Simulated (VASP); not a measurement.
BaS, 2 atoms in the cell. Symmetry: I4/mmm, No. 139, tetragonal system. The conventional cell has a = 4.491 Å, b = 4.491 Å, c = 6.452 Å, α = 90.00°, β = 90.00°, γ = 90.00°. Within 4.2 Å of Ba (site symmetry 4/mmm) lie 6 S at 3.18 to 3.23 Å. S (site symmetry 4/mmm) has 6 Ba at 3.18 to 3.23 Å within 4.2 Å.  This cell differs from its parent crystal: epitaxial xy strain -1.1%.

* Program: VASP 6.6.1
* Task: single point
* Functional: r2SCAN
* Potentials or basis: VASP PAW PBE potentials, release 64 (Ba_sv, S)
* Cutoff: 520 eV
* k mesh: 8 × 8 × 8
* Occupations: gaussian, width 0.01 eV
* Spin: no spin polarisation
* Dipole correction: no
* Further INCAR settings: ALGO = Normal; EDIFF = 1e-06; NBANDS = 15

Potentials or basis: VASP PAW PBE potentials, release 64 (Ba_sv, S).

Launch:

```bash
$ cat potpaw_PBE.64/Ba_sv/POTCAR potpaw_PBE.64/S/POTCAR > POTCAR
$ cp INCAR.step1 INCAR
$ mpirun -np 1 vasp_std > vasp.out
$ cp INCAR.step2 INCAR
$ mpirun -np 1 vasp_std > vasp.out
```

Hardware: 1 thread of Intel(R) Xeon(R) Platinum 8259CL CPU @ 2.50GHz (Skylake/Cascade Lake), on a shared host.

Estimate the wall time of this run.

It took 2.8 min on 1 thread of Intel(R) Xeon(R) Platinum 8259CL CPU @ 2.50GHz (Skylake/Cascade Lake) (shared host), peak memory 0.25 GiB. Counts: k points 59.
